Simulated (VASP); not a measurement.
# W16F (a cell with a defect) in VASP: further runs

The runs below take W16F (a cell with a defect) through single point, with PBE+D3(BJ).

Everything below comes from runs of VASP 6.6.1. Logs are shortened: lines on timing, memory, paths and dates and some standing lists are left out, and cuts for length are marked.

## Step 1: The cell of the first run

The cell holds a defect, 17 atoms: a = 6.320 Å, b = 6.320 Å, c = 6.320 Å, α = 90.00°, β = 90.00°, γ = 90.00°.

## Step 2: Single point, PBE+D3(BJ)

Input file INCAR:

```
SYSTEM = W16F
PREC = Accurate
ENCUT = 520
EDIFF = 1E-6
ISMEAR = -1
SIGMA = 0.05
LREAL = Auto
LASPH = .True.
NELM = 60
ALGO = Normal
ISIF = 2
LWAVE = .False.
LCHARG = .True.
GGA = PE
IVDW = 12
LELF = .True.
LVHAR = .True.
NBANDS = 130
```

Input file KPOINTS:

```
regular mesh
0
Gamma
  3 3 3
  0 0 0
```

Input file POSCAR:

```
W16F
1.0
    6.3200000000      0.0000000000      0.0000000000
    0.0000000000      6.3200000000      0.0000000000
    0.0000000000      0.0000000000      6.3200000000
W F
16 1
Direct
   -0.0007196203      0.0024879747      0.0005846519
    0.4996354430      0.0024901899      0.0005957278
    0.0041914557      0.4973346519      0.0049936709
    0.0320982595      0.0090439873      0.4814911392
    0.2494539557      0.2589832278      0.2441604430
    0.4947094937      0.4973387658      0.0049957278
    0.4668117089      0.0090286392      0.4815178797
    0.7494496835      0.2528530063      0.2476433544
   -0.0003797468      0.5035454114      0.4989919304
    0.2494492089      0.7490033228      0.2471919304
    0.2494525316      0.2533651899      0.7510523734
    0.4992988924      0.5035390823      0.4989935127
    0.7494474684      0.7499639241      0.2449335443
    0.7494504747      0.2623819620      0.7561357595
    0.2494507911      0.7491935127      0.7535500000
    0.7494520570      0.7112965190      0.7817436709
    0.7494645570     -0.0312617089      0.6042156646
```

Potentials or basis: VASP PAW PBE potentials, release 64 (W_sv, F).

Started as:

```sh
> cat potpaw_PBE.64/W_sv/POTCAR potpaw_PBE.64/F/POTCAR > POTCAR
> mpirun -np 1 vasp_std > vasp.out
```

OUTCAR:

```text
SYSTEM = W16F
   PREC = Accurate
   ENCUT = 520
   EDIFF = 1E-6
   ISMEAR = -1
   LREAL = Auto
   LASPH = .True.
   NELM = 60
   ISIF = 2
   GGA = PE
   IVDW = 12
 IVDW          = 12

 ion  position               nearest neighbor table
   1  0.999  0.002  0.001-  13 2.72   8 2.73  10 2.74   5 2.74  15 2.74  11 2.74  14 2.75  16 2.79
                             4 3.05   3 3.13   2 3.16   2 3.16   3 3.19   4 3.29
   2  0.500  0.002  0.001-  13 2.72   8 2.73  10 2.74   5 2.74  15 2.74  11 2.74  14 2.75  16 2.79
                             7 3.05   6 3.13   1 3.16   1 3.16   6 3.19   7 3.29
   3  0.004  0.497  0.005-  16 2.53   5 2.64  14 2.70  10 2.70   8 2.71  11 2.71  13 2.73  15 2.73
                             6 3.10   9 3.12   1 3.13   1 3.19   9 3.20   6 3.22
   4  0.032  0.009  0.481-  17 1.96   5 2.58  10 2.60  11 2.68  15 2.75   7 2.75   8 2.78  13 2.85
                            14 2.96   1 3.05   9 3.13   9 3.20  16 3.21   1 3.29
   5  0.249  0.259  0.244-   4 2.58   7 2.58   6 2.64   3 2.64   9 2.73  12 2.73   2 2.74   1 2.74
                            10 3.10  11 3.12   8 3.16   8 3.16  11 3.20  10 3.22
   6  0.495  0.497  0.005-  16 2.53   5 2.64  14 2.70  10 2.70   8 2.71  11 2.71  13 2.73  15 2.73
                             3 3.10  12 3.12   2 3.13   2 3.19  12 3.20   3 3.22
   7  0.467  0.009  0.482-  17 1.96   5 2.58  10 2.60  11 2.68  15 2.75   4 2.75   8 2.78  13 2.85
                            14 2.96   2 3.05  12 3.13  12 3.20  16 3.21   2 3.29
   8  0.749  0.253  0.248-   3 2.71   6 2.71   2 2.73   1 2.73  12 2.74   9 2.74   4 2.78   7 2.78
                            14 3.11  13 3.14   5 3.16   5 3.16  13 3.18  14 3.21
   9  1.000  0.504  0.499-  16 2.72  10 2.73  14 2.73   5 2.73  15 2.74  13 2.74  11 2.74   8 2.74
                             3 3.12   4 3.13  12 3.16  12 3.16   3 3.20   4 3.20
  10  0.249  0.749  0.247-   4 2.60   7 2.60   6 2.70   3 2.70   9 2.73  12 2.73   1 2.74   2 2.74
                             5 3.10  15 3.12  13 3.16  13 3.16  15 3.20   5 3.22
  11  0.249  0.253  0.751-   7 2.68   4 2.68   3 2.71   6 2.71   1 2.74   2 2.74   9 2.74  12 2.74
                             5 3.12  15 3.13  14 3.16  14 3.16  15 3.19   5 3.20
  12  0.499  0.504  0.499-  16 2.72  10 2.73  14 2.73   5 2.73  15 2.74  13 2.74  11 2.74   8 2.74
                             6 3.12   7 3.13   9 3.16   9 3.16   6 3.20   7 3.20
  13  0.749  0.750  0.245-  17 2.66   2 2.72   1 2.72   6 2.73   3 2.73  12 2.74   9 2.74   7 2.85
                             4 2.85  16 2.94   8 3.14  10 3.16  10 3.16   8 3.18  16 3.40
  14  0.749  0.262  0.756-  17 2.09   3 2.70   6 2.70  12 2.73   9 2.73   2 2.75   1 2.75  16 2.84
                             7 2.96   4 2.96   8 3.11  11 3.16  11 3.16   8 3.21  16 3.49
  15  0.249  0.749  0.754-   6 2.73   3 2.73   9 2.74  12 2.74   1 2.74   2 2.74   7 2.75   4 2.75
                            10 3.12  11 3.13  16 3.17  16 3.17  11 3.19  10 3.20
  16  0.749  0.711  0.782-  17 1.98   3 2.53   6 2.53  12 2.72   9 2.72   1 2.79   2 2.79  14 2.84
                            13 2.94  15 3.17  15 3.17   7 3.21   4 3.21  13 3.40  14 3.49
  17  0.749  0.969  0.604-   4 1.96   7 1.96  16 1.98  14 2.09  13 2.66

  LATTYP: Found a simple cubic cell.
 ALAT       =     6.3200000000

  Lattice vectors:

 A1 = (   6.3200000000,   0.0000000000,   0.0000000000)
 A2 = (   0.0000000000,   6.3200000000,   0.0000000000)
 A3 = (   0.0000000000,   0.0000000000,   6.3200000000)

Analysis of symmetry for initial positions (statically):
=====================================================================
 Subroutine PRICEL returns:
 Original cell was already a primitive cell.

 Routine SETGRP: Setting up the symmetry group for a
 simple cubic supercell.

 Subroutine GETGRP returns: Found  1 space group operations
 (whereof  1 operations were pure point group operations)
 out of a pool of 48 trial point group operations.

The static configuration has the point symmetry C_1 .

Analysis of symmetry for dynamics (positions and initial velocities):
=====================================================================
 Subroutine PRICEL returns:
 Original cell was already a primitive cell.

 Routine SETGRP: Setting up the symmetry group for a
 simple cubic supercell.

 Subroutine GETGRP returns: Found  1 space group operations
 (whereof  1 operations were pure point group operations)
 out of a pool of 48 trial point group operations.

The dynamic configuration has the point symmetry C_1 .

 Subroutine INISYM returns: Found  1 space group operations
 (whereof  1 operations are pure point group operations),
 and found     1 'primitive' translations

----------------------------------------------------------------------------------------

                                     Primitive cell

  volume of cell :     252.4360

  direct lattice vectors                    reciprocal lattice vectors
     6.320000000  0.000000000  0.000000000     0.158227848  0.000000000  0.000000000
     0.000000000  6.320000000  0.000000000     0.000000000  0.158227848  0.000000000
     0.000000000  0.000000000  6.320000000     0.000000000  0.000000000  0.158227848

  length of vectors
     6.320000000  6.320000000  6.320000000     0.158227848  0.158227848  0.158227848

  position of ions in fractional coordinates (direct lattice)
     0.999280380  0.002487975  0.000584652
     0.499635443  0.002490190  0.000595728
     0.004191456  0.497334652  0.004993671
     0.032098260  0.009043987  0.481491139
     0.249453956  0.258983228  0.244160443
     0.494709494  0.497338766  0.004995728
[... 9 lines left out ...]
     0.749452057  0.711296519  0.781743671
     0.749464557  0.968738291  0.604215665

  ion indices of the primitive-cell ions
   primitive index   ion index
                 1           1
                 2           2
                 3           3
                 4           4
                 5           5
                 6           6
[... 9 lines left out ...]
                16          16
                17          17

----------------------------------------------------------------------------------------

 KPOINTS: regular mesh

Automatic generation of k-mesh.
 Grid dimensions read from file:
 generate k-points for:    3    3    3

 Generating k-lattice:

  Cartesian coordinates                     Fractional coordinates (reciprocal lattice)
     0.052742616  0.000000000  0.000000000     0.333333333  0.000000000  0.000000000
     0.000000000  0.052742616  0.000000000     0.000000000  0.333333333  0.000000000
     0.000000000  0.000000000  0.052742616     0.000000000  0.000000000  0.333333333

  Length of vectors
     0.052742616  0.052742616  0.052742616

  Shift w.r.t. Gamma in fractional coordinates (k-lattice)
     0.000000000  0.000000000  0.000000000

 Subroutine IBZKPT returns following result:
 ===========================================

 Found     14 irreducible k-points:

 Following reciprocal coordinates:
            Coordinates               Weight
  0.000000  0.000000  0.000000      1.000000
  0.333333  0.000000  0.000000      2.000000
  0.000000  0.333333  0.000000      2.000000
  0.000000  0.000000  0.333333      2.000000
  0.333333  0.333333  0.000000      2.000000
  0.000000  0.333333  0.333333      2.000000
  0.333333  0.000000  0.333333      2.000000
 -0.333333  0.333333  0.000000      2.000000
 -0.333333  0.000000  0.333333      2.000000
  0.000000 -0.333333  0.333333      2.000000
  0.333333  0.333333  0.333333      2.000000
 -0.333333  0.333333  0.333333      2.000000
 -0.333333 -0.333333  0.333333      2.000000
  0.333333 -0.333333  0.333333      2.000000
   k-points           NKPTS =     14   k-points in BZ     NKDIM =     14   number of bands    NBANDS=    130
   number of dos      NEDOS =    301   number of ions     NIONS =     17
   total plane-waves  NPLWV = 110592
   dimension x,y,z NGX =    48 NGY =   48 NGZ =   48
   dimension x,y,z NGXF=    96 NGYF=   96 NGZF=   96
   ions per type =              16   1
   NGX,Y,Z   is equivalent  to a cutoff of  12.63, 12.63, 12.63 a.u.
   NGXF,Y,Z  is equivalent  to a cutoff of  25.25, 25.25, 25.25 a.u.
 SYSTEM =  W16F
   PREC   = accura    normal or accurate (medium, high low for compatibility)
   ISTART =      0    job   : 0-new  1-cont  2-samecut
   ICHARG =      2    charge: 1-file 2-atom 10-const
   ISPIN  =      1    spin polarized calculation?
   LNONCOLLINEAR =      F non collinear calculations
   LSORBIT =      F    spin-orbit coupling
   LASPH  =      T    aspherical Exc in radial PAW
   ENCUT  =  520.0 eV  38.22 Ry    6.18 a.u.  11.75 11.75 11.75*2*pi/ulx,y,z
   NELM   =     60;   NELMIN=  2; NELMDL= -5     # of ELM steps
   EDIFF  = 0.1E-05   stopping-criterion for ELM
   LREAL  =      T    real-space projection
   EDIFFG = 0.1E-04   stopping-criterion for IOM
   NSW    =      0    number of steps for IOM
   IBRION =     -1    ionic relax: 0-MD 1-quasi-New 2-CG
   NFREE  =      0    steps in history (QN), initial steepest desc. (CG)
   ISIF   =      2    stress and relaxation
   ISYM   =      2    0-nonsym 1-usesym 2-fastsym
   POTIM  = 0.5000    time-step for ionic-motion
   TEBEG  =    0.0;   TEEND  =   0.0 temperature during run
   PSTRESS=    0.0 pullay stress
   NELECT =     231.0000    total number of electrons
   NUPDOWN=      -1.0000    fix difference up-down
   EMIN   =  10.00;   EMAX   =-10.00  energy-range for DOS
   EFERMI =   0.00;   METHOD = LEGACY
   ISMEAR =    -1;   SIGMA  =   0.05  broadening in eV -4-tet -1-fermi 0-gaus
   EFERMI_NEDOS =   21; number of points for ismear=-14 and -15
   IALGO  =     38    algorithm
   IMIX   =      4    mixing-type and parameters
     AMIX     =   0.40;   BMIX     =  1.00
     AMIX_MAG =   1.60;   BMIX_MAG =  1.00
  volume/ion in A,a.u.               =      14.85       100.21
  Fermi-wavevector in a.u.,A,eV,Ry     =   1.589382  3.003497 34.370175  2.526137
  Thomas-Fermi vector in A             =   2.688240
   LORBIT       =      0    0 simple, 1 ext, 2 COOP (PROOUT), +10 PAW based schemes
   GGA     = PE    functional components
   LHFCALC =     F    Hartree Fock is set to
   AEXX    =    0.0000 exact exchange contribution
   IVDW    =    12    specifies the selected vdW correction
   LEPSILON=     F    determine dielectric tensor
   LRPA    =     F    only Hartree local field effects (RPA)
 non-spin polarized calculation
  energy-cutoff  :      520.00
  volume of cell :      252.44
 maximum number of plane-waves:      6859
   NGX = 23   NGY = 23   NGZ = 23

 number of electron     230.9999986 magnetization

 Free energy of the ion-electron system (eV)
  ---------------------------------------------------
  ext. energy  EPLUGINS =         0.00000000
  ---------------------------------------------------
  free energy    TOTEN  =      -204.95618687 eV

  energy without entropy =     -204.88068733  energy(sigma->0) =     -204.91843710

 E-fermi :  11.8528     XC(G=0): -13.7712

 val. band max:       11.8358206921   @ k =   0.0000   0.0000   0.0000
 cond. band min:      11.8591975333   @ k =   0.3333   0.0000   0.0000
 fundamental gap:      0.0233768412
 Fermi energy:        11.8528243320

 k-point     1 :       0.0000    0.0000    0.0000
  band No.  band energies     occupation
      1     -62.4348      2.00000
      2     -62.3774      2.00000
      3     -62.3266      2.00000
      4     -62.3110      2.00000
      5     -62.1999      2.00000
      6     -62.1652      2.00000
[... 119 lines left out ...]
    126      13.4911      0.00000
    127      13.7751      0.00000

 k-point     2 :       0.3333    0.0000    0.0000
  band No.  band energies     occupation
      1     -62.4325      2.00000
      2     -62.3770      2.00000
      3     -62.3290      2.00000
      4     -62.3092      2.00000
      5     -62.2029      2.00000
      6     -62.1647      2.00000
[... 1679 lines left out ...]
    126      13.6621      0.00000
    127      13.7903      0.00000
 [bands above 127 left out]

------------------------ aborting loop because EDIFF is reached ----------------------------------------

 Edisp (eV)  -11.47225

 E8    (eV) :    -5.8400

  FORCE on cell =-STRESS in cart. coord.  units (eV):
  Direction    XX          YY          ZZ          XY          YZ          ZX
  --------------------------------------------------------------------------------------
  -------------------------------------------------------------------------------------
  Total      25.67654    19.59299    24.59685     0.00176    -4.50979    -0.00257
  in kB     162.96559   124.35407   156.11291     0.01115   -28.62301    -0.01629
  external pressure =      147.81 kB  Pullay stress =        0.00 kB

 VOLUME and BASIS-vectors are now :
 -----------------------------------------------------------------------------
  energy-cutoff  :      520.00
  volume of cell :      252.44
      direct lattice vectors                 reciprocal lattice vectors
     6.320000000  0.000000000  0.000000000     0.158227848  0.000000000  0.000000000
     0.000000000  6.320000000  0.000000000     0.000000000  0.158227848  0.000000000
     0.000000000  0.000000000  6.320000000     0.000000000  0.000000000  0.158227848

 POSITION                                       TOTAL-FORCE (eV/Angst)
 -----------------------------------------------------------------------------------
      6.31545      0.01572      0.00370         0.013031     -0.050085      0.008271
      3.15770      0.01574      0.00376        -0.013215     -0.050385      0.007696
      0.02649      3.14316      0.03156        -0.007872     -0.021463     -0.035998
      0.20286      0.05716      3.04302         0.073237     -0.188083     -0.195641
      1.57655      1.63677      1.54309         0.001740     -0.046805     -0.009696
      3.12656      3.14318      0.03157         0.009149     -0.021560     -0.036561
[... 9 lines left out ...]
      4.73654      4.49539      4.94062        -0.000018     -0.126618     -0.161781
      4.73662      6.12243      3.81864        -0.004451      0.786329      0.743328
 -----------------------------------------------------------------------------------
    total drift:                               -0.003629     -0.003210      0.004112

  FREE ENERGIE OF THE ION-ELECTRON SYSTEM (eV)
  ---------------------------------------------------
  free  energy   TOTEN  =      -216.4284388317 eV

  energy  without entropy=     -216.3529392987  energy(sigma->0) =     -216.39068907
```

Run time: 30 min. Hardware: 1 thread of Intel Xeon 8259CL, shared host; peak memory 0.5 GiB.

Results:

```yaml
Free_energy: -216.4284 eV
Pressure: 14.8 GPa
Largest_force: 1.082 eV/Å
Band_gap_on_the_k_mesh: zero (an odd number of electrons rules out a gap without spin polarisation)
Dispersion_energy_per_atom: -0.675 eV
```

Forces on the atoms (eV/Å):
```
W    0.013 -0.050  0.008
W   -0.013 -0.050  0.008
W   -0.008 -0.021 -0.036
W    0.073 -0.188 -0.196
W    0.002 -0.047 -0.010
W    0.009 -0.022 -0.037
W   -0.073 -0.188 -0.197
W    0.001 -0.059 -0.036
W    0.016 -0.053 -0.046
W    0.001 -0.095 -0.077
W    0.000 -0.035 -0.036
W   -0.018 -0.052 -0.046
W    0.002 -0.011  0.016
W    0.001  0.222  0.147
W    0.000 -0.011 -0.045
W    0.000 -0.127 -0.162
F   -0.004  0.786  0.743
```

Caveat: spin-orbit coupling is left out, which moves the levels of the heavy elements.

## Step 3: Single point, PBE+D3(BJ)

Input file INCAR:

```
ALGO = Normal
EDIFF = 1E-6
ENCUT = 520
GGA = PE
ISIF = 2
ISMEAR = -1
IVDW = 12
LASPH = True
LCHARG = False
LREAL = Auto
LWAVE = False
NBANDS = 130
NELM = 100
PREC = Accurate
SIGMA = 0.05
```

Input file KPOINTS:

```
k-points
0
Gamma
  3 3 3
```

Input file POSCAR:

```
W16F
1.0
    6.3200000000      0.0000000000      0.0000000000
    0.0000000000      6.3200000000      0.0000000000
    0.0000000000      0.0000000000      6.3200000000
W F
16 1
Direct
   -0.0010294304      0.0023261076     -0.0008778481
    0.4997849684      0.0023286392     -0.0008689873
    0.0044802215      0.4963102848      0.0048020570
    0.0337987342      0.0125375000      0.4835314873
    0.2493743671      0.2588751582      0.2430981013
    0.4942582278      0.4963128165      0.0048015823
    0.4649365506      0.0125167722      0.4835386076
    0.7493713608      0.2528469937      0.2475787975
   -0.0009400316      0.5034006329      0.4987378165
    0.2493699367      0.7496224684      0.2476289557
    0.2493737342      0.2531030063      0.7507818038
    0.4996979430      0.5033909810      0.4987354430
    0.7493677215      0.7490412975      0.2435389241
    0.7493681962      0.2576550633      0.7523522152
    0.2493745253      0.7480658228      0.7534264241
    0.7493726266      0.7105976266      0.7858574367
    0.7493772152     -0.0511534810      0.5852653481
```

Potentials or basis: VASP PAW PBE potentials, release 64 (W_sv, F).

Started as:

```sh
> cat potpaw_PBE.64/W_sv/POTCAR potpaw_PBE.64/F/POTCAR > POTCAR
> mpirun -np 1 vasp_std > vasp.out
```

It took 14 min on 1 thread of Intel Xeon Platinum 8375C at 2.90GHz (Ice Lake), shared host; peak memory 0.49 GiB.

Results (log left out):

- Free energy: -216.2004 eV
- Pressure: 15.0 GPa
- Largest force: 1.110 eV/Å
- Band gap on the k mesh: zero (an odd number of electrons rules out a gap without spin polarisation)
- Dispersion energy per atom: -0.675 eV

Forces in eV/Å, atoms in the order of the input:
```
W    0.001 -0.030  0.014
W   -0.002 -0.031  0.012
W   -0.005 -0.036 -0.023
W    0.140 -0.131 -0.197
W   -0.001 -0.013 -0.004
W    0.007 -0.036 -0.024
W   -0.137 -0.130 -0.197
W    0.000 -0.056 -0.034
W    0.004 -0.007 -0.034
W    0.000 -0.068 -0.057
W   -0.001 -0.021 -0.030
W   -0.005 -0.007 -0.035
W    0.000 -0.031 -0.039
W    0.001  0.018  0.006
W    0.000 -0.018 -0.023
W    0.000 -0.220 -0.089
F   -0.003  0.813  0.756
```

Stress tensor (GPa, compression positive):
```
17.95  0.00  0.00
 0.00 12.24 -4.11
 0.00 -4.11 14.72
```

Levels at points of the mesh, in eV from the Fermi level:
| k point | band 111 | band 112 | band 113 | band 114 | band 115 | band 116 | band 117 | band 118 | band 119 | band 120 |
| --- | --- | --- | --- | --- | --- | --- | --- | --- | --- | --- |
| (0.00, 0.00, 0.00) | -0.58 | -0.54 | -0.33 | -0.12 | -0.08 | 0.24 | 0.55 | 0.61 | 0.64 | 0.70 |

Caveat: spin-orbit coupling is left out, which moves the levels of the heavy elements.

The gap in the log of VASP goes by the Fermi energy; the results here count the filled bands.